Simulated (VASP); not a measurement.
# HPt6 in VASP: notebook, part 2 of 3

VASP 6.6.1. Earlier steps stand in the parts before.

**3. Single point, PBE**

INCAR

```
SYSTEM = HPt6
  PREC = Accurate
  ENCUT = 520
  EDIFF = 1E-6
  ISMEAR = 0
  SIGMA = 0.1
  LREAL = .False.
  LASPH = .True.
  NELM = 80
  ALGO = Normal
  ISIF = 2
  LWAVE = .False.
  LCHARG = .False.
  LDIPOL = .True.
  IDIPOL = 3
  DIPOL = 0.5 0.5 0.302
  GGA = PE
  NBANDS = 74
```

KPOINTS

```
Automatic mesh
0
Gamma
  6 6 1
  0 0 0
```

POSCAR

```
HPt6
1.0
    5.6143281343      0.0000000000      0.0000000000
   -2.8071640672      4.8621507895      0.0000000000
    0.0000000000      0.0000000000     22.6192653717
Pt H
12 2
Direct
    0.3333333333      0.1666666667      0.1768404028
    0.3333333333      0.6666666667      0.1768404028
    0.8333333333      0.1666666667      0.1768404028
    0.8333333333      0.6666666667      0.1768404028
    0.1666666667      0.3333333333      0.2789526245
    0.1666666667      0.8333333333      0.2789526245
    0.6666666667      0.3333333333      0.2789526245
    0.6666666667      0.8333333333      0.2789526245
    0.0000000000      0.0000000000      0.3810585901
    0.0000000000      0.5000000000      0.3810585901
    0.5000000000      0.0000000000      0.3810585901
    0.5000000000      0.5000000000      0.3810585901
    0.1731307263      0.3462614525      0.4433948321
    0.3268692737      0.6537385475      0.4433948321
```

Potentials or basis: VASP PAW PBE potentials, release 64 (Pt, H).

Launch:

```sh
$ cat potpaw_PBE.64/Pt/POTCAR potpaw_PBE.64/H/POTCAR > POTCAR
$ mpirun -np 1 vasp_std > vasp.out
```

OUTCAR:

```text
SYSTEM = HPt6
   PREC = Accurate
   ENCUT = 520
   EDIFF = 1E-6
   ISMEAR = 0
   LREAL = .False.
   LASPH = .True.
   NELM = 80
   ISIF = 2
   GGA = PE

 ion  position               nearest neighbor table
   1  0.333  0.167  0.177-   4 2.81   4 2.81   3 2.81   3 2.81   2 2.81   2 2.81   5 2.82   7 2.82
                             6 2.82
   2  0.333  0.667  0.177-   3 2.81   3 2.81   4 2.81   4 2.81   1 2.81   1 2.81   6 2.82   8 2.82
                             5 2.82
   3  0.833  0.167  0.177-   2 2.81   2 2.81   1 2.81   1 2.81   4 2.81   4 2.81   7 2.82   5 2.82
                             8 2.82
   4  0.833  0.667  0.177-   1 2.81   1 2.81   2 2.81   2 2.81   3 2.81   3 2.81   8 2.82   6 2.82
                             7 2.82
   5  0.167  0.333  0.279-   8 2.81   8 2.81   7 2.81   7 2.81   6 2.81   6 2.81  12 2.82   9 2.82
                            10 2.82   1 2.82   3 2.82   2 2.82
   6  0.167  0.833  0.279-   7 2.81   7 2.81   8 2.81   8 2.81   5 2.81   5 2.81  11 2.82  10 2.82
                             9 2.82   2 2.82   4 2.82   1 2.82
   7  0.667  0.333  0.279-   6 2.81   6 2.81   5 2.81   5 2.81   8 2.81   8 2.81  10 2.82  11 2.82
                            12 2.82   3 2.82   1 2.82   4 2.82
   8  0.667  0.833  0.279-   5 2.81   5 2.81   6 2.81   6 2.81   7 2.81   7 2.81   9 2.82  12 2.82
                            11 2.82   4 2.82   2 2.82   3 2.82
   9  0.000  0.000  0.381-  12 2.81  12 2.81  11 2.81  11 2.81  10 2.81  10 2.81   8 2.82   5 2.82
                             6 2.82
  10  0.000  0.500  0.381-  14 2.13  13 2.13  11 2.81  11 2.81  12 2.81  12 2.81   9 2.81   9 2.81
                             7 2.82   6 2.82   5 2.82
  11  0.500  0.000  0.381-  10 2.81  10 2.81   9 2.81   9 2.81  12 2.81  12 2.81   6 2.82   7 2.82
                             8 2.82
  12  0.500  0.500  0.381-  13 2.13  14 2.13   9 2.81   9 2.81  10 2.81  10 2.81  11 2.81  11 2.81
                             5 2.82   8 2.82   7 2.82
  13  0.173  0.346  0.443-  12 2.13  10 2.13
  14  0.327  0.654  0.443-  10 2.13  12 2.13

  LATTYP: Found a hexagonal cell.
 ALAT       =     5.6143281343
 C/A-ratio  =     4.0288463429

  Lattice vectors:

 A1 = (   5.6143281343,   0.0000000000,   0.0000000000)
 A2 = (  -2.8071640672,   4.8621507895,   0.0000000000)
 A3 = (   0.0000000000,   0.0000000000,  22.6192653717)

Analysis of symmetry for initial positions (statically):
=====================================================================
 Subroutine PRICEL returns:
 Original cell was already a primitive cell.

 Routine SETGRP: Setting up the symmetry group for a
 hexagonal supercell.

 Subroutine GETGRP returns: Found  2 space group operations
 (whereof  2 operations were pure point group operations)
 out of a pool of 24 trial point group operations.

The static configuration has the point symmetry C_1h.

Analysis of symmetry for dynamics (positions and initial velocities):
=====================================================================
 Subroutine PRICEL returns:
 Original cell was already a primitive cell.

 Routine SETGRP: Setting up the symmetry group for a
 hexagonal supercell.

 Subroutine GETGRP returns: Found  2 space group operations
 (whereof  2 operations were pure point group operations)
 out of a pool of 24 trial point group operations.

The dynamic configuration has the point symmetry C_1h.

 Subroutine INISYM returns: Found  2 space group operations
 (whereof  2 operations are pure point group operations),
[... 105 lines left out ...]
   LASPH  =      T    aspherical Exc in radial PAW
   ENCUT  =  520.0 eV  38.22 Ry    6.18 a.u.  10.44 10.44 42.06*2*pi/ulx,y,z
   NELM   =     80;   NELMIN=  2; NELMDL= -5     # of ELM steps
   EDIFF  = 0.1E-05   stopping-criterion for ELM
   LREAL  =      F    real-space projection
   EDIFFG = 0.1E-04   stopping-criterion for IOM
   NSW    =      0    number of steps for IOM
   IBRION =     -1    ionic relax: 0-MD 1-quasi-New 2-CG
   NFREE  =      0    steps in history (QN), initial steepest desc. (CG)
   ISIF   =      2    stress and relaxation
   ISYM   =      2    0-nonsym 1-usesym 2-fastsym
   POTIM  = 0.5000    time-step for ionic-motion
   TEBEG  =    0.0;   TEEND  =   0.0 temperature during run
   PSTRESS=    0.0 pullay stress
   NELECT =     122.0000    total number of electrons
   NUPDOWN=      -1.0000    fix difference up-down
   EMIN   =  10.00;   EMAX   =-10.00  energy-range for DOS
   EFERMI =   0.00;   METHOD = LEGACY
   ISMEAR =     0;   SIGMA  =   0.10  broadening in eV -4-tet -1-fermi 0-gaus
   EFERMI_NEDOS =   21; number of points for ismear=-14 and -15
   IALGO  =     38    algorithm
   IMIX   =      4    mixing-type and parameters
     AMIX     =   0.40;   BMIX     =  1.00
     AMIX_MAG =   1.60;   BMIX_MAG =  1.00
  volume/ion in A,a.u.               =      44.10       297.63
  Fermi-wavevector in a.u.,A,eV,Ry     =   0.953513  1.801878 12.370236  0.909187
  Thomas-Fermi vector in A             =   2.082175
   LORBIT       =      0    0 simple, 1 ext, 2 COOP (PROOUT), +10 PAW based schemes
   GGA     = PE    functional components
   LHFCALC =     F    Hartree Fock is set to
   AEXX    =    0.0000 exact exchange contribution
   IVDW    =     0    specifies the selected vdW correction
   LEPSILON=     F    determine dielectric tensor
   LRPA    =     F    only Hartree local field effects (RPA)
 non-spin polarized calculation
 Gauss-broadening in eV      SIGMA  =   0.10
  energy-cutoff  :      520.00
  volume of cell :      617.45
 maximum number of plane-waves:     16729
 NGX is ok and might be reduce to    42
   NGX = 21   NGY = 21   NGZ = 85

 dipolmoment           0.000000      0.000000      0.088562 electrons x Angstroem

 number of electron     121.9999983 magnetization

 dipolmoment           0.000000      0.000000     -0.068546 electrons x Angstroem

 Free energy of the ion-electron system (eV)
  ---------------------------------------------------
  ext. energy  EPLUGINS =         0.00000000
  ---------------------------------------------------
  free energy    TOTEN  =       -74.45862390 eV

  energy without entropy =      -74.32328856  energy(sigma->0) =      -74.39095623

 E-fermi :  -0.6265     XC(G=0):  -4.9392

 val. band max:       -0.6395570197   @ k =   0.0000   0.1667   0.0000
 cond. band min:      -0.6203797079   @ k =   0.5000   0.0000   0.0000
 fundamental gap:      0.0191773118
 Fermi energy:        -0.6264718997

 k-point     1 :       0.0000    0.0000    0.0000
  band No.  band energies     occupation
      1      -9.6534      2.00000
      2      -8.4651      2.00000
      3      -7.3478      2.00000
      4      -6.9567      2.00000
      5      -6.8862      2.00000
      6      -6.8127      2.00000
[... 977 lines left out ...]
     72       4.1796      0.00000
     73       4.3242      0.00000
 [bands above 73 left out]

------------------------ aborting loop because EDIFF is reached ----------------------------------------

 vacuum level on the upper side and lower side of the slab       (xc-potential included)        -0.331         0.121

  FORCE on cell =-STRESS in cart. coord.  units (eV):
  Direction    XX          YY          ZZ          XY          YZ          ZX
  --------------------------------------------------------------------------------------
  -------------------------------------------------------------------------------------
  Total      -18.3378921    -18.2917770     -3.5680892      0.0000000     -0.1721512      0.0000000
  in kB      -47.5833795    -47.4637196     -9.2585202      0.0000000     -0.4467000      0.0000000
  external PRESSURE =     -34.7685398 kB  Pullay stress =       0.0000000 kB

 VOLUME and BASIS-vectors are now :
 -----------------------------------------------------------------------------
  energy-cutoff  :      520.00
  volume of cell :      617.45
      direct lattice vectors                 reciprocal lattice vectors
     5.614328134  0.000000000  0.000000000     0.178115703  0.102835149  0.000000000
    -2.807164067  4.862150790  0.000000000     0.000000000  0.205670298  0.000000000
     0.000000000  0.000000000 22.619265372     0.000000000  0.000000000  0.044210101

 POSITION                                       TOTAL-FORCE (eV/Angst)
 -----------------------------------------------------------------------------------
      1.40358      0.81036      4.00000         0.051355      0.010014     -0.073472
     -0.00000      3.24143      4.00000        -0.000000      0.041067     -0.016654
      4.21075      0.81036      4.00000        -0.051355      0.010014     -0.073472
      2.80716      3.24143      4.00000         0.000000     -0.026047      0.073116
      0.00000      1.62072      6.30970         0.000000     -0.098044     -0.340977
     -1.40358      4.05179      6.30970        -0.035852      0.030981     -0.063211
      2.80716      1.62072      6.30970        -0.000000      0.027221      0.359706
      1.40358      4.05179      6.30970         0.035852      0.030981     -0.063211
      0.00000      0.00000      8.61927        -0.000000      0.249566      0.484996
     -1.40358      2.43108      8.61927         0.245824     -0.034978      1.124640
      2.80716      0.00000      8.61927         0.000000     -0.183990      0.339292
      1.40358      2.43108      8.61927        -0.245824     -0.034978      1.124640
      0.00000      1.68358     10.02927         0.000000     -0.140841     -1.427261
     -0.00000      3.17858     10.02927        -0.000000      0.119036     -1.448130
 -----------------------------------------------------------------------------------
    total drift:                               -0.000000      0.000012      0.000090

  FREE ENERGIE OF THE ION-ELECTRON SYSTEM (eV)
  ---------------------------------------------------
  free  energy   TOTEN  =       -74.4586238980 eV

  energy  without entropy=      -74.3232885625  energy(sigma->0) =      -74.39095623

 vacuum level on the upper side and lower side of the slab         4.620         5.081
```

Wall time 39 min (1 thread of Intel Xeon Platinum 8259CL at 2.50GHz (Skylake/Cascade Lake), shared host); peak memory 0.86 GiB.

Results:

* Free energy: -74.4586 eV
* Largest force: 1.453 eV/Å
* Band gap on the k mesh: zero (bands 61 and 62 overlap by 0.70 eV)

Forces in eV/Å, atoms in the order of the input:
```
Pt   0.051  0.010 -0.073
Pt   0.000  0.041 -0.017
Pt  -0.051  0.010 -0.073
Pt   0.000 -0.026  0.073
Pt   0.000 -0.098 -0.341
Pt  -0.036  0.031 -0.063
Pt   0.000  0.027  0.360
Pt   0.036  0.031 -0.063
Pt   0.000  0.250  0.485
Pt   0.246 -0.035  1.125
Pt   0.000 -0.184  0.339
Pt  -0.246 -0.035  1.125
H    0.000 -0.141 -1.427
H    0.000  0.119 -1.448
```

Caveat: spin-orbit coupling is left out, which moves the levels of the heavy elements.

**4. Single point, PBE**

INCAR

```
PREC = Accurate
ENCUT = 520
EDIFF = 1E-6
ISMEAR = 0
SIGMA = 0.1
LREAL = False
LASPH = True
NELM = 80
ALGO = Normal
ISIF = 2
LWAVE = False
LCHARG = True
LDIPOL = True
IDIPOL = 3
DIPOL = 0.5 0.5 0.312
GGA = PE
LELF = True
LVHAR = True
LVACPOTAV = True
NBANDS = 74
```

KPOINTS

```
regular mesh
0
Gamma
  6 6 1
```

Changes to POSCAR since step 3:

```diff
@@ -20,3 +20,3 @@
     0.5000000000      0.5000000000      0.3810585901
-    0.1731307263      0.3462614525      0.4433948321
-    0.3268692737      0.6537385475      0.4433948321
+    0.2114368192      0.4228736384      0.5136888922
+    0.2885631808      0.5771263616      0.5136888922
```

Launch:

```sh
$ cat potpaw_PBE.64/Pt/POTCAR potpaw_PBE.64/H/POTCAR > POTCAR
$ mpirun -np 1 vasp_std > vasp.out
```

Run time: 21 min. Hardware: 1 thread of Intel Xeon Platinum 8559C (Emerald Rapids), shared host; peak memory 0.9 GiB.

The run converged. Its results:

```yaml
Free_energy: -74.7571 eV
Largest_force: 0.069 eV/Å
Band_gap_on_the_k_mesh: zero (bands 61 and 62 overlap by 0.75 eV)
```

Forces on the atoms (eV/Å):
```
Pt  -0.004  0.000  0.019
Pt   0.000 -0.003  0.017
Pt   0.004  0.000  0.019
Pt   0.000  0.004  0.015
Pt   0.000 -0.001 -0.010
Pt   0.003 -0.001 -0.002
Pt   0.000  0.002 -0.021
Pt  -0.003 -0.001 -0.002
Pt   0.000 -0.007 -0.028
Pt  -0.011  0.004 -0.035
Pt   0.000 -0.001 -0.028
Pt   0.011  0.004 -0.035
H    0.000 -0.052  0.045
H    0.000  0.052  0.045
```

Levels at points of the mesh, in eV from the Fermi level:
```
           k point  band 59  band 60  band 61  band 62  band 63  band 64
(0.00, 0.00, 0.00)     0.54     0.54     0.55     0.59     0.59     0.59
(0.50, 0.00, 0.00)    -0.54    -0.11    -0.10     0.03     0.03     0.27
(0.00, 0.50, 0.00)    -0.53    -0.11    -0.10     0.03     0.03     0.27
```

Caveat: spin-orbit coupling is left out, which moves the levels of the heavy elements.

**5. Single point, PBE**

INCAR

```
SYSTEM = HPt6
ALGO     = Normal         ! electronic algorithm
DIPOL    = 0.5 0.5 0.310
EDIFF    = 1E-6           ! SCF threshold, eV
ENCUT    = 520            ! plane-wave cutoff, eV
GGA      = PE             ! functional
IDIPOL   = 3            
ISIF     = 2              ! what is computed and relaxed
ISMEAR   = 0              ! smearing method
LASPH    = .True.         ! aspherical terms in the spheres
LCHARG   = .True.         ! write CHGCAR
LDIPOL   = .True.       
LELF     = .True.         ! ELF
LREAL    = .False.        ! projectors in reciprocal space
LVACPOTAV= .True.       
LVHAR    = .True.       
LWAVE    = .False.        ! write WAVECAR
NBANDS   = 74             ! bands
NELM     = 80             ! most SCF steps
PREC     = Accurate       ! precision mode
SIGMA    = 0.1            ! smearing width, eV
```

KPOINTS

```
k-points
0
Gamma
  6 6 1
  0 0 0
```

Changes to POSCAR since step 4:

```diff
@@ -20,3 +20,3 @@
     0.5000000000      0.5000000000      0.3810585901
-    0.2114368192      0.4228736384      0.5136888922
-    0.2885631808      0.5771263616      0.5136888922
+    0.2114368192      0.4228736384      0.4960048519
+    0.2885631808      0.5771263616      0.4960048519
```

Launch:

```sh
$ cat potpaw_PBE.64/Pt/POTCAR potpaw_PBE.64/H/POTCAR > POTCAR
$ mpirun -np 1 vasp_std > vasp.out
```

Wall time 22 min (1 thread of Intel Xeon 6975P-C (Granite Rapids), shared host); peak memory 0.83 GiB.

The run converged. Its results:

| Property | Result |
| --- | --- |
| Free energy | -74.6954 eV |
| Largest force | 0.191 eV/Å |
| Band gap on the k mesh | zero (bands 61 and 62 overlap by 0.76 eV) |

Forces in eV/Å, atoms in the order of the input:
```
Pt  -0.008  0.000  0.025
Pt   0.000 -0.006  0.023
Pt   0.008  0.000  0.025
Pt   0.000  0.010  0.017
Pt   0.000 -0.007 -0.030
Pt   0.007  0.001 -0.005
Pt   0.000  0.006 -0.045
Pt  -0.007  0.001 -0.005
Pt   0.000 -0.026 -0.050
Pt  -0.042  0.009 -0.071
Pt   0.000  0.004 -0.047
Pt   0.042  0.009 -0.071
H    0.000 -0.151  0.116
H    0.000  0.150  0.116
```

Levels at points of the mesh, in eV from the Fermi level:
```tsv
k point	band 58	band 59	band 60	band 61	band 62	band 63	band 64	band 65
(0.00, 0.00, 0.00)	0.20	0.54	0.54	0.55	0.59	0.59	0.59	1.09
(0.50, 0.00, 0.00)	-0.59	-0.49	-0.12	-0.10	0.03	0.03	0.27	0.27
(0.00, 0.50, 0.00)	-0.59	-0.48	-0.12	-0.10	0.03	0.04	0.27	0.27
```

Caveat: spin-orbit coupling is left out, which moves the levels of the heavy elements.

(Continued in part 3 of 3.)
